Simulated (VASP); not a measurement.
MgS, 2 atoms in the cell. It takes space group Imm2 (No. 44, orthorhombic). Conventional cell: a = 3.679 Å, b = 5.203 Å, c = 3.679 Å, α = 90.00°, β = 90.00°, γ = 90.00°. Within 3.4 Å of Mg (site symmetry mm2) lie 6 S at 2.54 to 2.66 Å. Within 3.4 Å of S (site symmetry mm2) lie 6 Mg at 2.54 to 2.66 Å.  This cell differs from its parent crystal: all Mg atoms moved +0.087 Å, as atom 1 along Cartesian [1 1 0].

```yaml
Program: VASP 6.6.1
Task: single point
Functional: r2SCAN
Potentials_or_basis: VASP PAW PBE potentials, release 64 (Mg, S)
Cutoff: 520 eV
k_mesh: 8 × 8 × 8
Occupations: gaussian, width 0.05 eV
Spin: no spin polarisation
Dipole_correction: no
Further_INCAR_settings: ALGO = Normal; EDIFF = 1e-06; NBANDS = 11
```

Potentials or basis: VASP PAW PBE potentials, release 64 (Mg, S).

The run is started by

```sh
$ cat potpaw_PBE.64/Mg/POTCAR potpaw_PBE.64/S/POTCAR > POTCAR
$ cp INCAR.step1 INCAR
$ mpirun -np 1 vasp_std > vasp.out
$ cp INCAR.step2 INCAR
$ mpirun -np 1 vasp_std > vasp.out
```

Hardware: 1 thread of Intel(R) Xeon(R) 6975P-C (Granite Rapids), with other jobs on the host.

Q: How long does it take, and how much memory?

A: Wall time 63 s on 1 thread of Intel(R) Xeon(R) 6975P-C (Granite Rapids) (shared host), peak memory 0.18 GiB. Counts: k points 95.
